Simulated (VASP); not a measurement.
A run of VASP 6.6.1:

INCAR

```
PREC = Accurate ; ENCUT = 520
EDIFF = 1E-6 ; ISMEAR = -1
SIGMA = 0.05 ; LREAL = False
LASPH = True ; NELM = 100
ALGO = Normal ; ISIF = 2
LWAVE = False ; LCHARG = True
GGA = CA ; LELF = True
LVHAR = True ; NBANDS = 12
```

Contents of KPOINTS:

```
Automatic mesh
0
Gamma
  18 18 18
```

Contents of POSCAR:

```
Nb
1.0
    0.0000000000      2.0698134313      2.0698134313
    2.0698134313      0.0000000000      2.0698134313
    2.0698134313      2.0698134313      0.0000000000
Nb
1
Direct
    0.0000000000      0.0000000000      0.0000000000
```

Potentials or basis: VASP PAW LDA potentials, release 64 (Nb_sv).

Command:

```bash
$ cat potpaw_LDA.64/Nb_sv/POTCAR > POTCAR
$ mpirun -np 1 vasp_std > vasp.out
```

Hardware: 1 thread of AMD EPYC 9R45 96-Core Processor (Zen 5), on a shared host.

How long does it take, and how much memory?

It took 24 s on 1 thread of AMD EPYC 9R45 96-Core Processor (Zen 5) (shared host), peak memory 0.13 GiB. Counts: scf iterations 12, k points 195.
